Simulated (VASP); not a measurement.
A run of VASP 6.6.1 is set up as follows.

INCAR

```
SYSTEM = NbCd3Rh
PREC     = Accurate       ! precision mode
ENCUT    = 520            ! plane-wave cutoff, eV
EDIFF    = 1E-6           ! SCF threshold, eV
ISMEAR   = 0              ! smearing method
SIGMA    = 0.1            ! smearing width, eV
LREAL    = .False.        ! projectors in reciprocal space
LASPH    = .True.         ! aspherical terms in the spheres
NELM     = 60             ! most SCF steps
ALGO     = Normal         ! electronic algorithm
ISIF     = 2              ! what is computed and relaxed
LWAVE    = .False.        ! write WAVECAR
LCHARG   = .False.        ! write CHGCAR
GGA      = PE             ! functional
NBANDS   = 40             ! bands
```

File KPOINTS:

```
regular mesh
0
Gamma
  4 4 4
  0 0 0
```

File POSCAR:

```
NbCd3Rh
1.0
    4.9641026542      0.0000000000      0.0000000000
    0.0000000000      4.9641026542      0.0000000000
    0.0000000000      0.0000000000      4.9641026542
Nb Cd Rh
1 3 1
Direct
    0.0000000000      0.0000000000      0.0000000000
    0.0000000000      0.5000000000      0.5000000000
    0.5000000000      0.0000000000      0.5000000000
    0.5000000000      0.5000000000      0.0000000000
    0.5000000000      0.5000000000      0.5000000000
```

Potentials or basis: VASP PAW PBE potentials, release 64 (Nb_sv, Cd, Rh_pv).

Launch:

```sh
$ cat potpaw_PBE.64/Nb_sv/POTCAR potpaw_PBE.64/Cd/POTCAR potpaw_PBE.64/Rh_pv/POTCAR > POTCAR
$ mpirun -np 1 vasp_std > vasp.out
```

**Question.** What does it give for the band gap on the k mesh?

**Answer.** Zero (bands 32 and 33 overlap by 0.61 eV).

**Question.** Predict the pressure.

**Answer.** 0.9 GPa.
